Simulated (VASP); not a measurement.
# BeTe (P6_3/mmc) in VASP: settings compared

The runs below take BeTe through single point, with PBE-based global hybrid with 30 % exact exchange, PBE-based screened hybrid with 20 % exact exchange.

Everything below comes from runs of VASP 6.6.1. Logs are shortened: lines on timing, memory, paths and dates and some standing lists are left out, and cuts for length are marked.

### 1 The cell of the first run

Symmetry: P6_3/mmc, No. 194, hexagonal system. The conventional cell has a = 3.864 Å, b = 3.864 Å, c = 6.003 Å, α = 90.00°, β = 90.00°, γ = 120.00°. Be (site symmetry -3m) has 6 Te at 2.69 Å and 2 Be at 3.00 Å within 3.5 Å. Te (site symmetry -6m2) has 6 Be at 2.69 Å within 3.5 Å.

### 2 Single point, PBE-based global hybrid with 30 % exact exchange

POSCAR

```
BeTe
1.0
    3.8635963374      0.0000000000      0.0000000000
   -1.9317981687      3.3459725782      0.0000000000
    0.0000000000      0.0000000000      6.0034039923
Be Te
2 2
Direct
    0.0000000000      0.0000000000      0.0000000000
    0.0000000000      0.0000000000      0.5000000000
    0.3333333333      0.6666666667      0.2500000000
    0.6666666667      0.3333333333      0.7500000000
```

INCAR.step1

```
PREC = Accurate
ENCUT = 520
EDIFF = 1E-5
ISMEAR = -1
SIGMA = 0.02
LREAL = False
LASPH = True
NELM = 100
ALGO = Normal
ISIF = 2
LWAVE = True
LCHARG = False
NBANDS = 16
GGA = PE
```

INCAR.step2

```
PREC = Accurate
ENCUT = 520
EDIFF = 1E-6
ISMEAR = -1
SIGMA = 0.02
LREAL = False
LASPH = True
NELM = 100
ALGO = Normal
ISIF = 2
LWAVE = False
LCHARG = False
GGA = PE
LHFCALC = True
AEXX = 0.3
PRECFOCK = Normal
NBANDS = 16
ISTART = 1
```

KPOINTS

```
Automatic mesh
0
Gamma
  6 6 2
```

Potentials or basis: VASP PAW PBE potentials, release 64 (Be, Te).

The run is started by

```bash
$ cat potpaw_PBE.64/Be/POTCAR potpaw_PBE.64/Te/POTCAR > POTCAR
$ cp INCAR.step1 INCAR
$ mpirun -np 1 vasp_std > vasp.out
$ cp INCAR.step2 INCAR
$ mpirun -np 1 vasp_std > vasp.out
```

OUTCAR:

```text
PREC = Accurate
   ENCUT = 520
   EDIFF = 1E-6
   ISMEAR = -1
   LREAL = False
   LASPH = True
   NELM = 100
   ISIF = 2
   GGA = PE
   LHFCALC = True
   AEXX = 0.3
   PRECFOCK = Normal
   ISTART = 1

 ion  position               nearest neighbor table
   1  0.000  0.000  0.000-   3 2.69   4 2.69   4 2.69   3 2.69   4 2.69   3 2.69
   2  0.000  0.000  0.500-   3 2.69   4 2.69   4 2.69   3 2.69   4 2.69   3 2.69
   3  0.333  0.667  0.250-   1 2.69   2 2.69   1 2.69   2 2.69   1 2.69   2 2.69
   4  0.667  0.333  0.750-   1 2.69   2 2.69   1 2.69   2 2.69   1 2.69   2 2.69

  LATTYP: Found a hexagonal cell.
 ALAT       =     3.8635963374
 C/A-ratio  =     1.5538383071

  Lattice vectors:

 A1 = (   3.8635963374,   0.0000000000,   0.0000000000)
 A2 = (  -1.9317981687,   3.3459725782,   0.0000000000)
 A3 = (   0.0000000000,   0.0000000000,   6.0034039923)

Analysis of symmetry for initial positions (statically):
=====================================================================
 Subroutine PRICEL returns:
 Original cell was already a primitive cell.

 Routine SETGRP: Setting up the symmetry group for a
 hexagonal supercell.

 Subroutine GETGRP returns: Found 24 space group operations
 (whereof 12 operations were pure point group operations)
 out of a pool of 24 trial point group operations.

The static configuration has the point symmetry D_3d.
 The point group associated with its full space group is D_6h.

Analysis of symmetry for dynamics (positions and initial velocities):
=====================================================================
 Subroutine PRICEL returns:
 Original cell was already a primitive cell.

 Routine SETGRP: Setting up the symmetry group for a
 hexagonal supercell.

 Subroutine GETGRP returns: Found 24 space group operations
 (whereof 12 operations were pure point group operations)
 out of a pool of 24 trial point group operations.

The dynamic configuration has the point symmetry D_3d.
 The point group associated with its full space group is D_6h.

 Subroutine INISYM returns: Found 24 space group operations
 (whereof 12 operations are pure point group operations),
 and found     1 'primitive' translations

[... 93 lines left out ...]
   ISIF   =      2    stress and relaxation
   ISYM   =      3    0-nonsym 1-usesym 2-fastsym
   POTIM  = 0.5000    time-step for ionic-motion
   TEBEG  =    0.0;   TEEND  =   0.0 temperature during run
   PSTRESS=    0.0 pullay stress
   NELECT =      16.0000    total number of electrons
   NUPDOWN=      -1.0000    fix difference up-down
   EMIN   =  10.00;   EMAX   =-10.00  energy-range for DOS
   EFERMI =   0.00;   METHOD = LEGACY
   ISMEAR =    -1;   SIGMA  =   0.02  broadening in eV -4-tet -1-fermi 0-gaus
   EFERMI_NEDOS =   21; number of points for ismear=-14 and -15
   IALGO  =     38    algorithm
   IMIX   =      1    mixing-type and parameters
     AMIX     =   0.40;   BMIX     =  1.00
     AMIX_MAG =   1.60;   BMIX_MAG =  1.00
  volume/ion in A,a.u.               =      19.40       130.93
  Fermi-wavevector in a.u.,A,eV,Ry     =   0.967114  1.827580 12.725654  0.935309
  Thomas-Fermi vector in A             =   2.096972
   LORBIT       =      0    0 simple, 1 ext, 2 COOP (PROOUT), +10 PAW based schemes
   GGA     = PE    functional components
   LHFCALC =     T    Hartree Fock is set to
   PRECFOCK=normal    Normal, Fast or Accurate (Low or Medium for compatibility)
   ENCUT4O =  -1.0   cutoff for four orbital integrals eV
   NKREDX  =     1    reduce k-point grid by
   NKREDY  =     1    reduce k-point grid by
   NKREDZ  =     1    reduce k-point grid by
   AEXX    =    0.3000 exact exchange contribution
   HFSCREEN=    0.0000 screening length (either q_TF or 0.3 A-1)
   HFSCREENC=   0.0000 screening length for correlation (either q_TF or 0.3 A-1)
   ENCUTFOCK=  -1.0 apply spherical cutoff to Coloumb kernel
   IVDW    =     0    specifies the selected vdW correction
   LEPSILON=     F    determine dielectric tensor
   LRPA    =     F    only Hartree local field effects (RPA)
 non-spin polarized calculation
  energy-cutoff  :      520.00
  volume of cell :       77.61
 maximum number of plane-waves:      2106
 NGX is ok and might be reduce to    30
  NGX = 24; NGY = 24; NGZ = 36

 number of electron      15.9999999 magnetization

 Free energy of the ion-electron system (eV)
  ---------------------------------------------------
  ext. energy  EPLUGINS =         0.00000000
  ---------------------------------------------------
  free energy    TOTEN  =       -17.15985072 eV

  energy without entropy =      -17.15834885  energy(sigma->0) =      -17.15909979

 E-fermi :   6.8375     XC(G=0):  -7.4133

 val. band max:        6.8053058991   @ k =   0.1667   0.0000   0.0000
 cond. band min:       7.5678757683   @ k =   0.0000   0.0000   0.0000
 fundamental gap:      0.7625698691
 Fermi energy:         6.8374946577

 k-point     1 :       0.0000    0.0000    0.0000
  band No.  band energies     occupation
      1      -8.6142      2.00000
      2      -6.1752      2.00000
      3      -1.2406      2.00000
      4       5.4360      2.00000
      5       5.4360      2.00000
      6       5.7370      2.00000
[... 243 lines left out ...]
      3      -0.1490      2.00000
      4      -0.1490      2.00000
      5       0.2551      2.00000
      6       0.2551      2.00000
[... 8 lines left out ...]
     15      15.6430      0.00000
     16      15.6430      0.00000

------------------------ aborting loop because EDIFF is reached ----------------------------------------

  FORCE on cell =-STRESS in cart. coord.  units (eV):
  Direction    XX          YY          ZZ          XY          YZ          ZX
  --------------------------------------------------------------------------------------
  -------------------------------------------------------------------------------------
  Total       -0.8837693     -0.8837693     -0.7164016      0.0000000      0.0000000     -0.0000000
  in kB      -18.2447449    -18.2447449    -14.7895652      0.0000000      0.0000000     -0.0000000
  external PRESSURE =     -17.0930184 kB  Pullay stress =       0.0000000 kB

 VOLUME and BASIS-vectors are now :
 -----------------------------------------------------------------------------
  energy-cutoff  :      520.00
  volume of cell :       77.61
      direct lattice vectors                 reciprocal lattice vectors
     3.863596337  0.000000000  0.000000000     0.258826211  0.149433382  0.000000000
    -1.931798169  3.345972578  0.000000000     0.000000000  0.298866765  0.000000000
     0.000000000  0.000000000  6.003403992     0.000000000  0.000000000  0.166572165

 POSITION                                       TOTAL-FORCE (eV/Angst)
 -----------------------------------------------------------------------------------
      0.00000      0.00000      0.00000         0.000000     -0.000000     -0.000000
      0.00000      0.00000      3.00170         0.000000     -0.000000     -0.000000
     -0.00000      2.23065      1.50085         0.000000     -0.000000      0.000000
      1.93180      1.11532      4.50255        -0.000000      0.000000     -0.000000
 -----------------------------------------------------------------------------------
    total drift:                                0.000000      0.000000     -0.000000

  FREE ENERGIE OF THE ION-ELECTRON SYSTEM (eV)
  ---------------------------------------------------
  free  energy   TOTEN  =       -17.1598507212 eV

  energy  without entropy=      -17.1583488503  energy(sigma->0) =      -17.15909979
```

Run time: 42 min. Hardware: 1 thread of Intel Xeon 8259CL, shared host; peak memory 0.22 GiB.

What came out:

```
Free energy            : -17.1599 eV
Pressure               : -1.7 GPa
Band gap on the k mesh : zero (bands 8 and 9 overlap by 1.30 eV)
```

Levels at points of the mesh, in eV from the Fermi level:
| k point | band 4 | band 5 | band 6 | band 7 | band 8 | band 9 | band 10 | band 11 | band 12 | band 13 |
| --- | --- | --- | --- | --- | --- | --- | --- | --- | --- | --- |
| (0.00, 0.00, 0.00) | -1.40 | -1.40 | -1.10 | -1.10 | 0.73 | 3.15 | 3.25 | 5.03 | 5.03 | 5.70 |
| (0.50, 0.00, 0.00) | -6.28 | -5.46 | -4.20 | -3.61 | -0.80 | 2.59 | 3.22 | 3.40 | 3.67 | 7.06 |
| (0.00, 0.00, 0.50) | -4.57 | -1.15 | -1.15 | -1.15 | -1.15 | 3.54 | 3.54 | 4.55 | 4.55 | 4.55 |
| (0.50, 0.00, 0.50) | -7.90 | -3.04 | -3.04 | -2.64 | -2.64 | 2.36 | 2.36 | 4.29 | 4.29 | 7.22 |

Caveat: the k points lie up to 0.52 Å⁻¹ apart, too coarse for converged energies and pressures of a metal; the PAW data sets were made with another functional, which shifts forces and pressure a little; spin-orbit coupling is left out, which moves the levels of the heavy elements.

### 3 Single point, PBE-based screened hybrid with 20 % exact exchange

POSCAR is that of step 2.

INCAR.step1

```
SYSTEM = BeTe
  PREC = Accurate
  ENCUT = 520
  EDIFF = 1E-5
  ISMEAR = -1
  SIGMA = 0.02
  LREAL = .FALSE.
  LASPH = .TRUE.
  NELM = 60
  ALGO = Normal
  ISIF = 2
  LWAVE = .TRUE.
  LCHARG = .FALSE.
  NBANDS = 16
  GGA = PE
```

INCAR.step2

```
SYSTEM = BeTe
  PREC = Accurate
  ENCUT = 520
  EDIFF = 1E-6
  ISMEAR = -1
  SIGMA = 0.02
  LREAL = .FALSE.
  LASPH = .TRUE.
  NELM = 60
  ALGO = Normal
  ISIF = 2
  LWAVE = .FALSE.
  LCHARG = .FALSE.
  GGA = PE
  LHFCALC = .TRUE.
  AEXX = 0.2
  HFSCREEN = 0.3
  PRECFOCK = Normal
  NBANDS = 16
  ISTART = 1
```

KPOINTS

```
regular mesh
0
G
  6 6 2
  0 0 0
```

Potentials or basis: VASP PAW PBE potentials, release 64 (Be, Te).

The run is started by

```bash
$ cat potpaw_PBE.64/Be/POTCAR potpaw_PBE.64/Te/POTCAR > POTCAR
$ cp INCAR.step1 INCAR
$ mpirun -np 1 vasp_std > vasp.out
$ cp INCAR.step2 INCAR
$ mpirun -np 1 vasp_std > vasp.out
```

Run time: 41 min. Hardware: 1 thread of Intel Xeon 8259CL, shared host; peak memory 0.33 GiB.

Results (log left out):

```
Free energy            : -14.5315 eV
Pressure               : -0.8 GPa
Band gap on the k mesh : zero (bands 8 and 9 overlap by 1.08 eV)
```

Stress tensor (GPa, compression positive):
```
-0.90  0.00  0.00
 0.00 -0.90  0.00
 0.00  0.00 -0.73
```

Levels at points of the mesh, in eV from the Fermi level:
| k point | band 4 | band 5 | band 6 | band 7 | band 8 | band 9 | band 10 | band 11 | band 12 | band 13 |
| --- | --- | --- | --- | --- | --- | --- | --- | --- | --- | --- |
| (0.00, 0.00, 0.00) | -1.12 | -1.12 | -0.86 | -0.86 | 0.27 | 2.23 | 2.29 | 3.86 | 3.86 | 4.60 |
| (0.50, 0.00, 0.00) | -5.69 | -4.92 | -3.75 | -3.24 | -0.56 | 1.65 | 2.22 | 2.38 | 2.71 | 5.84 |
| (0.00, 0.00, 0.50) | -4.08 | -0.90 | -0.90 | -0.90 | -0.90 | 2.57 | 2.57 | 3.50 | 3.50 | 3.50 |
| (0.50, 0.00, 0.50) | -7.20 | -2.67 | -2.67 | -2.31 | -2.31 | 1.41 | 1.41 | 3.29 | 3.29 | 6.02 |

Caveat: the k points lie up to 0.52 Å⁻¹ apart, too coarse for converged energies and pressures of a metal; the PAW data sets were made with another functional, which shifts forces and pressure a little; spin-orbit coupling is left out, which moves the levels of the heavy elements.

The gap in the log of VASP goes by the Fermi energy; the results here count the filled bands.